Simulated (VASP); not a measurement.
The system is Re.

```
Re
1.0
     0.00000    2.67500    2.67500
     2.67500    0.00000    2.67500
     2.67500    2.67500    0.00000
Re
2
Cartesian
  0.0000 0.0000 0.0000
  1.3375 1.3375 1.3375
```

| Property | Result |
| --- | --- |
| Program | VASP 6.6.1 |
| Task | relaxation of cell and atoms |
| Functional | LDA |
| Potentials or basis | VASP PAW LDA potentials, release 64 (Re) |
| Cutoff | 600 eV |
| k mesh | 8 × 8 × 8 |
| Occupations | methfessel-paxton, width 0.1 eV |
| Spin | no spin polarisation |

At the start: pressure 26.4 GPa; volume 19.14 Å³/atom.

Q: How do energy, volume and symmetry change on relaxing?

A: Over 5 steps the energy falls by 163.8 meV/atom and the volume is 21.30 Å³/atom (+11.3 %); space group Fd-3m (No. 227, to 0.05 Å).

Step by step:
```tsv
step	energy change (eV)	largest force (eV/Å)	pressure (GPa)	volume (Å³)
1	0.0000	0.0000	26.37	38.28
2	1.7847	0.0000	-32.04	58.52
3	-0.3229	0.0000	-2.60	43.20
4	-0.3276	0.0000	-0.30	42.69
5	-0.3276	0.0000	0.11	42.60
```

Final structure:
```yaml
crystal:
  lattice:
    - [0.00000, 2.77189, 2.77189]
    - [2.77189, 0.00000, 2.77189]
    - [2.77189, 2.77189, 0.00000]
  atoms:
    - { symbol: Re, position: [0.00000, 0.00000, 0.00000] }
    - { symbol: Re, position: [0.25000, 0.25000, 0.25000] }
```
